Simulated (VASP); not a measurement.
Input of a VASP 6.6.1 run:

INCAR

```
SYSTEM = Ba3HfO
ALGO = Normal ; EDIFF = 1E-6
ENCUT = 520 ; GGA = PE
ISIF = 2 ; ISMEAR = 0
LASPH = .True. ; LCHARG = .False.
LREAL = .False. ; LWAVE = .False.
NBANDS = 31 ; NELM = 60
PREC = Accurate ; SIGMA = 0.1
```

KPOINTS

```
k-points
0
Gamma
  8 8 8
  0 0 0
```

Contents of POSCAR:

```
Ba3HfO
1.0
    5.4824665230      0.0000000000      0.0000000000
    0.0000000000      5.4824665230      0.0000000000
    0.0000000000      0.0000000000      5.4824665230
Ba Hf O
3 1 1
Direct
    0.5000000000      0.5000000000      0.0000000000
    0.5000000000      0.0000000000      0.5000000000
    0.0000000000      0.5000000000      0.5000000000
    0.0000000000      0.0000000000      0.0000000000
    0.5000000000      0.5000000000      0.5000000000
```

Potentials or basis: VASP PAW PBE potentials, release 64 (Ba_sv, Hf_pv, O).

Launch:

```console
$ cat potpaw_PBE.64/Ba_sv/POTCAR potpaw_PBE.64/Hf_pv/POTCAR potpaw_PBE.64/O/POTCAR > POTCAR
$ mpirun -np 1 vasp_std > vasp.out
```

Problem. What does it give for the band gap on the k mesh?

Solution. Zero (band 23 reaches 3.06 eV, above the bottom of band 24 at 2.32 eV).

Problem. Estimate the pressure.

Solution. 0.8 GPa.

Caveat: spin-orbit coupling is left out, which moves the levels of the heavy elements.
